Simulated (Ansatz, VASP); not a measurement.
HfC in VASP and in Ansatz

File INCAR:

```
  PREC = Accurate
  ENCUT = 520
  EDIFF = 1E-8
  ISMEAR = -1
  SIGMA = 0.05
  LREAL = False
  LASPH = True
  NELM = 100
  ALGO = Normal
  ISIF = 2
  LWAVE = False
  LCHARG = False
  GGA = CA
  LEFG = True
  NBANDS = 14
```

KPOINTS

```
regular mesh
0
Gamma
  12 12 12
```

File POSCAR:

```
HfC
1.0
    0.0000000000      2.3250000000      2.3482500000
    2.3250000000      0.0000000000      2.3482500000
    2.3250000000      2.3250000000      0.0000000000
Hf C
1 1
Direct
    0.5000000000      0.5000000000      0.5000000000
    0.0000000000      0.0000000000      0.0000000000
```

Input for Ansatz:

```yaml
crystal:
  lattice:
    - [0.0, 2.325, 2.34825]
    - [2.325, 0.0, 2.34825]
    - [2.325, 2.325, 0.0]
  atoms:
    - { symbol: Hf, position: [0.5, 0.5, 0.5] }
    - { symbol: C, position: [0.0, 0.0, 0.0] }
kpoints:
  mp_grid: { grid: [12, 12, 12] }
scf:
  occupations: { method: fermi_dirac, width: 0.05 }
hamiltonian:
  xc: lda
  pseudopotentials: { kind: paw }
output:
  forces: true
  stress: true
  eigenvalues: true
  efg: { contact_densities: true }
```

Change from the starting cell: zz strain of +1 %, PAW files.

Alike in both runs: task electric field gradients; functional LDA; k mesh 12 × 12 × 12; occupations fermi-dirac, width 0.05 eV; no spin polarisation.

```csv
,VASP,Ansatz
version,VASP 6.6.1,Ansatz 0.2.0
potentials or method,"VASP PAW LDA potentials, release 64 (Hf_pv, C)","PAW with Ansatz's default frozen-core files, scalar-relativistic"
plane-wave cutoff (eV),520,420
valence electrons in the cell,14,30
```

Ansatz gave:

- pressure (GPa): -13.9
- traceless stress, the component that is largest in VASP (GPa): -2.34
- size of Vzz on the site where it differs most (V/Å²): 38.1

**Question.** Which values does VASP return?

**Answer.** Pressure (GPa): -13.6; traceless stress, the component that is largest in VASP (GPa): -2.39; size of Vzz on the site where it differs most (V/Å²): 32.6.

LDA's correlation is that of Perdew and Zunger in VASP and of Perdew and Wang (1992) in Ansatz. VASP's potentials hold 14 valence electrons a cell and Ansatz's 30, so a difference there can come from the potentials and not from the codes.

Neither program's run includes spin-orbit coupling.
